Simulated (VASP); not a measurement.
# TaN in VASP: single point with PBE+D3(BJ)

Aim: the single point of TaN with PBE+D3(BJ).

Program: VASP 6.6.1. These are calculated values, not measurements. Logs are shortened: lines on timing, memory, paths and dates and some standing lists are left out, and cuts for length are marked.

### Step 1. The cell of the first run

The cell holds a slab with vacuum, 24 atoms: a = 6.201 Å, b = 6.201 Å, c = 20.385 Å, α = 90.00°, β = 90.00°, γ = 90.00°.

### Step 2. Single point, PBE+D3(BJ)

The input, INCAR:

```
PREC = Accurate
ENCUT = 520
EDIFF = 1E-6
ISMEAR = 0
SIGMA = 0.1
LREAL = Auto
LASPH = True
NELM = 100
ALGO = Normal
ISIF = 2
LWAVE = False
LCHARG = False
LDIPOL = True
IDIPOL = 3
DIPOL = 0.5 0.5 0.502
GGA = PE
IVDW = 12
NBANDS = 114
```

The input, KPOINTS:

```
regular mesh
0
Gamma
  3 3 1
```

The input, POSCAR:

```
TaN
1.0
    6.2014901226      0.0000000000      0.0000000000
    0.0000000000      6.2014901226      0.0000000000
    0.0000000000      0.0000000000     20.3851157192
Ta N
12 12
Direct
    0.5000000000      0.5000000000      0.3924431978
    0.5000000000      0.0000000000      0.3924431978
    0.0000000000      0.5000000000      0.3924431978
    0.0000000000      0.0000000000      0.3924431978
    0.7500000000      0.7500000000      0.5034128186
    0.7500000000      0.2500000000      0.5034128186
    0.2500000000      0.7500000000      0.5034128186
    0.2500000000      0.2500000000      0.5034128186
    0.0000000000      0.0000000000      0.6039709928
    0.0000000000      0.5000000000      0.6039709928
    0.5000000000      0.0000000000      0.6039709928
    0.5000000000      0.5000000000      0.6039709928
    0.2500000000      0.2500000000      0.3924431978
    0.2500000000      0.7500000000      0.3924431978
    0.7500000000      0.2500000000      0.3924431978
    0.7500000000      0.7500000000      0.3924431978
    0.5000000000      0.5000000000      0.4981671744
    0.5000000000      0.0000000000      0.4981671744
    0.0000000000      0.5000000000      0.4981671744
    0.0000000000      0.0000000000      0.4981671744
    0.7500000000      0.7500000000      0.6193866257
    0.7500000000      0.2500000000      0.6193866257
    0.2500000000      0.7500000000      0.6193866257
    0.2500000000      0.2500000000      0.6193866257
```

Potentials or basis: VASP PAW PBE potentials, release 64 (Ta_pv, N).

Started as:

```sh
$ cat potpaw_PBE.64/Ta_pv/POTCAR potpaw_PBE.64/N/POTCAR > POTCAR
$ mpirun -np 1 vasp_std > vasp.out
```

OUTCAR:

```text
PREC = Accurate
   ENCUT = 520
   EDIFF = 1E-6
   ISMEAR = 0
   LREAL = Auto
   LASPH = True
   NELM = 100
   ISIF = 2
   GGA = PE
   IVDW = 12
 IVDW          = 12

 ion  position               nearest neighbor table
   1  0.500  0.500  0.392-  17 2.16  14 2.19  15 2.19  16 2.19  13 2.19   3 3.10   2 3.10   2 3.10
                             3 3.10   8 3.15   5 3.15   6 3.15   7 3.15
   2  0.500  0.000  0.392-  18 2.16  14 2.19  15 2.19  16 2.19  13 2.19   4 3.10   1 3.10   1 3.10
                             4 3.10   8 3.15   5 3.15   6 3.15   7 3.15
   3  0.000  0.500  0.392-  19 2.16  14 2.19  15 2.19  16 2.19  13 2.19   4 3.10   1 3.10   4 3.10
                             1 3.10   8 3.15   5 3.15   6 3.15   7 3.15
   4  0.000  0.000  0.392-  20 2.16  14 2.19  15 2.19  16 2.19  13 2.19   3 3.10   2 3.10   3 3.10
                             2 3.10   8 3.15   5 3.15   6 3.15   7 3.15
   5  0.750  0.750  0.503-  17 2.20  18 2.20  19 2.20  20 2.20  16 2.26  21 2.36  11 3.00  12 3.00
                             9 3.00  10 3.00   6 3.10   7 3.10   6 3.10   7 3.10   3 3.15   4 3.15
   6  0.750  0.250  0.503-  17 2.20  18 2.20  19 2.20  20 2.20  15 2.26  22 2.36  11 3.00  12 3.00
                             9 3.00  10 3.00   5 3.10   8 3.10   5 3.10   8 3.10   3 3.15   4 3.15
   7  0.250  0.750  0.503-  17 2.20  18 2.20  19 2.20  20 2.20  14 2.26  23 2.36  11 3.00  12 3.00
                             9 3.00  10 3.00   5 3.10   8 3.10   8 3.10   5 3.10   3 3.15   4 3.15
   8  0.250  0.250  0.503-  17 2.20  18 2.20  19 2.20  20 2.20  13 2.26  24 2.36  11 3.00  12 3.00
                             9 3.00  10 3.00   6 3.10   7 3.10   7 3.10   6 3.10   3 3.15   4 3.15
   9  0.000  0.000  0.604-  20 2.16  21 2.21  22 2.21  23 2.21  24 2.21   6 3.00   7 3.00   8 3.00
                             5 3.00  11 3.10  10 3.10  10 3.10  11 3.10
  10  0.000  0.500  0.604-  19 2.16  21 2.21  22 2.21  23 2.21  24 2.21   6 3.00   7 3.00   8 3.00
                             5 3.00  12 3.10   9 3.10   9 3.10  12 3.10
  11  0.500  0.000  0.604-  18 2.16  21 2.21  22 2.21  23 2.21  24 2.21   6 3.00   7 3.00   8 3.00
                             5 3.00  12 3.10   9 3.10  12 3.10   9 3.10
[... 19 lines left out ...]
  Lattice vectors:

 A1 = (   6.2014901226,   0.0000000000,   0.0000000000)
 A2 = (   0.0000000000,   6.2014901226,   0.0000000000)
 A3 = (   0.0000000000,   0.0000000000,  20.3851157192)

Analysis of symmetry for initial positions (statically):
=====================================================================
 Subroutine PRICEL returns following result:

  LATTYP: Found a simple tetragonal cell.
 ALAT       =     3.1007450613
 C/A-ratio  =     6.5742637064

  Lattice vectors:

 A1 = (   3.1007450613,   0.0000000000,   0.0000000000)
 A2 = (   0.0000000000,   3.1007450613,   0.0000000000)
 A3 = (   0.0000000000,   0.0000000000,  20.3851157192)

   4 primitive cells build up your supercell.

 Routine SETGRP: Setting up the symmetry group for a
 simple tetragonal supercell.

 Subroutine GETGRP returns: Found  8 space group operations
 (whereof  8 operations were pure point group operations)
 out of a pool of 16 trial point group operations.

The static configuration has the point symmetry C_4v.

Analysis of symmetry for dynamics (positions and initial velocities):
=====================================================================
 Subroutine PRICEL returns following result:

  LATTYP: Found a simple tetragonal cell.
 ALAT       =     3.1007450613
 C/A-ratio  =     6.5742637064

  Lattice vectors:

 A1 = (   3.1007450613,   0.0000000000,   0.0000000000)
 A2 = (   0.0000000000,   3.1007450613,   0.0000000000)
 A3 = (   0.0000000000,   0.0000000000,  20.3851157192)

   4 primitive cells build up your supercell.

 Routine SETGRP: Setting up the symmetry group for a
 simple tetragonal supercell.

 Subroutine GETGRP returns: Found  8 space group operations
 (whereof  8 operations were pure point group operations)
 out of a pool of 16 trial point group operations.

The dynamic configuration has the point symmetry C_4v.

 Subroutine INISYM returns: Found  8 space group operations
 (whereof  8 operations are pure point group operations),
 and found     4 'primitive' translations

----------------------------------------------------------------------------------------

                                     Primitive cell

  volume of cell :     195.9951

  direct lattice vectors                    reciprocal lattice vectors
     3.100745061  0.000000000  0.000000000     0.322503134  0.000000000  0.000000000
     0.000000000  3.100745061  0.000000000     0.000000000  0.322503134  0.000000000
     0.000000000  0.000000000 20.385115719     0.000000000  0.000000000  0.049055400

  length of vectors
     3.100745061  3.100745061 20.385115719     0.322503134  0.322503134  0.049055400

  position of ions in fractional coordinates (direct lattice)
     1.000000000  1.000000000  0.392443198
     0.500000000  0.500000000  0.503412819
     1.000000000  1.000000000  0.603970993
     0.500000000  0.500000000  0.392443198
     1.000000000  1.000000000  0.498167174
     0.500000000  0.500000000  0.619386626

  ion indices of the primitive-cell ions
   primitive index   ion index
                 1           1
                 2           5
                 3          12
                 4          13
                 5          17
                 6          21

----------------------------------------------------------------------------------------

 KPOINTS: regular mesh

Automatic generation of k-mesh.
 Grid dimensions read from file:
 generate k-points for:    3    3    1

 Generating k-lattice:

  Cartesian coordinates                     Fractional coordinates (reciprocal lattice)
     0.053750522  0.000000000  0.000000000     0.333333333  0.000000000  0.000000000
     0.000000000  0.053750522  0.000000000     0.000000000  0.333333333  0.000000000
     0.000000000  0.000000000  0.049055400     0.000000000  0.000000000  1.000000000

  Length of vectors
     0.053750522  0.053750522  0.049055400

  Shift w.r.t. Gamma in fractional coordinates (k-lattice)
     0.000000000  0.000000000  0.000000000

 Subroutine IBZKPT returns following result:
 ===========================================

 Found      3 irreducible k-points:

 Following reciprocal coordinates:
            Coordinates               Weight
  0.000000  0.000000  0.000000      1.000000
  0.333333  0.000000  0.000000      4.000000
  0.333333  0.333333  0.000000      4.000000
   k-points           NKPTS =      3   k-points in BZ     NKDIM =      3   number of bands    NBANDS=    114
   number of dos      NEDOS =    301   number of ions     NIONS =     24
   total plane-waves  NPLWV = 368640
   dimension x,y,z NGX =    48 NGY =   48 NGZ =  160
   dimension x,y,z NGXF=    96 NGYF=   96 NGZF=  320
   ions per type =              12  12
   NGX,Y,Z   is equivalent  to a cutoff of  12.87, 12.87, 13.05 a.u.
   NGXF,Y,Z  is equivalent  to a cutoff of  25.74, 25.74, 26.10 a.u.
 SYSTEM =  unknown system
   PREC   = accura    normal or accurate (medium, high low for compatibility)
   ISTART =      0    job   : 0-new  1-cont  2-samecut
   ICHARG =      2    charge: 1-file 2-atom 10-const
   ISPIN  =      1    spin polarized calculation?
   LNONCOLLINEAR =      F non collinear calculations
   LSORBIT =      F    spin-orbit coupling
   LASPH  =      T    aspherical Exc in radial PAW
   ENCUT  =  520.0 eV  38.22 Ry    6.18 a.u.  11.53 11.53 37.90*2*pi/ulx,y,z
   NELM   =    100;   NELMIN=  2; NELMDL= -5     # of ELM steps
   EDIFF  = 0.1E-05   stopping-criterion for ELM
   LREAL  =      T    real-space projection
   EDIFFG = 0.1E-04   stopping-criterion for IOM
   NSW    =      0    number of steps for IOM
   IBRION =     -1    ionic relax: 0-MD 1-quasi-New 2-CG
   NFREE  =      0    steps in history (QN), initial steepest desc. (CG)
   ISIF   =      2    stress and relaxation
   ISYM   =      2    0-nonsym 1-usesym 2-fastsym
   POTIM  = 0.5000    time-step for ionic-motion
   TEBEG  =    0.0;   TEEND  =   0.0 temperature during run
   PSTRESS=    0.0 pullay stress
   NELECT =     192.0000    total number of electrons
   NUPDOWN=      -1.0000    fix difference up-down
   EMIN   =  10.00;   EMAX   =-10.00  energy-range for DOS
   EFERMI =   0.00;   METHOD = LEGACY
   ISMEAR =     0;   SIGMA  =   0.10  broadening in eV -4-tet -1-fermi 0-gaus
   EFERMI_NEDOS =   21; number of points for ismear=-14 and -15
   IALGO  =     38    algorithm
   IMIX   =      4    mixing-type and parameters
     AMIX     =   0.40;   BMIX     =  1.00
     AMIX_MAG =   1.60;   BMIX_MAG =  1.00
  volume/ion in A,a.u.               =      32.67       220.44
  Fermi-wavevector in a.u.,A,eV,Ry     =   1.024252  1.935556 14.273765  1.049092
  Thomas-Fermi vector in A             =   2.158029
   LORBIT       =      0    0 simple, 1 ext, 2 COOP (PROOUT), +10 PAW based schemes
   GGA     = PE    functional components
   LHFCALC =     F    Hartree Fock is set to
   AEXX    =    0.0000 exact exchange contribution
   IVDW    =    12    specifies the selected vdW correction
   LEPSILON=     F    determine dielectric tensor
   LRPA    =     F    only Hartree local field effects (RPA)
 non-spin polarized calculation
 Gauss-broadening in eV      SIGMA  =   0.10
  energy-cutoff  :      520.00
  volume of cell :      783.98
 maximum number of plane-waves:     21159
 NGX is ok and might be reduce to    48
   NGX = 23   NGY = 23   NGZ = 75

 dipolmoment           0.000000      0.000000      0.216197 electrons x Angstroem

 number of electron     192.0000021 magnetization

 dipolmoment           0.000000      0.000000     -0.101966 electrons x Angstroem

 Free energy of the ion-electron system (eV)
  ---------------------------------------------------
  ext. energy  EPLUGINS =         0.00000000
  ---------------------------------------------------
  free energy    TOTEN  =      -255.53639056 eV

  energy without entropy =     -255.39437166  energy(sigma->0) =     -255.46538111

 E-fermi :   0.6891     XC(G=0):  -5.4342

 val. band max:        0.6564327016   @ k =   0.3333   0.0000   0.0000
 cond. band min:       0.6975200288   @ k =   0.3333   0.3333   0.0000
 fundamental gap:      0.0410873273
 Fermi energy:         0.6890816579

 k-point     1 :       0.0000    0.0000    0.0000
  band No.  band energies     occupation
      1     -35.7375      2.00000
      2     -35.7375      2.00000
      3     -35.7132      2.00000
      4     -35.7132      2.00000
      5     -35.6332      2.00000
      6     -35.6332      2.00000
[... 322 lines left out ...]
    107       1.8983      0.00000
    108       1.9609      0.00000
 [bands above 108 left out]

------------------------ aborting loop because EDIFF is reached ----------------------------------------

 vacuum level on the upper side and lower side of the slab       (xc-potential included)        -0.370         0.074

 Edisp (eV)   -7.33599

 E8    (eV) :    -3.5135

  FORCE on cell =-STRESS in cart. coord.  units (eV):
  Direction    XX          YY          ZZ          XY          YZ          ZX
  --------------------------------------------------------------------------------------
  -------------------------------------------------------------------------------------
  Total     -35.72783   -35.72783     0.22167     0.00000    -0.00000     0.00000
  in kB     -73.01497   -73.01497     0.45301     0.00000    -0.00000     0.00000
  external pressure =      -48.53 kB  Pullay stress =        0.00 kB

 VOLUME and BASIS-vectors are now :
 -----------------------------------------------------------------------------
  energy-cutoff  :      520.00
  volume of cell :      783.98
      direct lattice vectors                 reciprocal lattice vectors
     6.201490123  0.000000000  0.000000000     0.161251567  0.000000000  0.000000000
     0.000000000  6.201490123  0.000000000     0.000000000  0.161251567  0.000000000
     0.000000000  0.000000000 20.385115719     0.000000000  0.000000000  0.049055400

 POSITION                                       TOTAL-FORCE (eV/Angst)
 -----------------------------------------------------------------------------------
      3.10075      3.10075      8.00000         0.000000     -0.000000      0.817788
      3.10075      0.00000      8.00000         0.000000     -0.000000      0.817788
      0.00000      3.10075      8.00000         0.000000      0.000000      0.817788
      0.00000      0.00000      8.00000        -0.000000      0.000000      0.817788
      4.65112      4.65112     10.26213         0.000000     -0.000000      0.031763
      4.65112      1.55037     10.26213         0.000000     -0.000000      0.031763
[... 16 lines left out ...]
      1.55037      4.65112     12.62627         0.000000     -0.000000      0.009426
      1.55037      1.55037     12.62627         0.000000     -0.000000      0.009426
 -----------------------------------------------------------------------------------
    total drift:                                0.000000     -0.000000     -0.013637

  FREE ENERGIE OF THE ION-ELECTRON SYSTEM (eV)
  ---------------------------------------------------
  free  energy   TOTEN  =      -262.8723767746 eV

  energy  without entropy=     -262.7303578814  energy(sigma->0) =     -262.80136733

 vacuum level on the upper side and lower side of the slab         3.932         4.388
```

It took 9 min on 1 thread of AMD EPYC 7R13 (Zen 3), shared host; peak memory 0.77 GiB.

Results:

```yaml
Free_energy: -262.8724 eV
Largest_force: 0.849 eV/Å
Band_gap_on_the_k_mesh: zero (bands 96 and 97 overlap by 0.34 eV)
Dispersion_energy_per_atom: -0.306 eV
```

Forces in eV/Å, atoms in the order of the input:
```
Ta   0.000  0.000  0.818
Ta   0.000  0.000  0.818
Ta   0.000  0.000  0.818
Ta   0.000  0.000  0.818
Ta   0.000  0.000  0.032
Ta   0.000  0.000  0.032
Ta   0.000  0.000  0.032
Ta   0.000  0.000  0.032
Ta   0.000  0.000  0.020
Ta   0.000  0.000  0.020
Ta   0.000  0.000  0.020
Ta   0.000  0.000  0.020
N    0.000  0.000 -0.849
N    0.000  0.000 -0.849
N    0.000  0.000 -0.849
N    0.000  0.000 -0.849
N    0.000  0.000 -0.030
N    0.000  0.000 -0.030
N    0.000  0.000 -0.030
N    0.000  0.000 -0.030
N    0.000  0.000  0.009
N    0.000  0.000  0.009
N    0.000  0.000  0.009
N    0.000  0.000  0.009
```

Caveat: spin-orbit coupling is left out, which moves the levels of the heavy elements.

The gap in the log of VASP goes by the Fermi energy; the results here count the filled bands.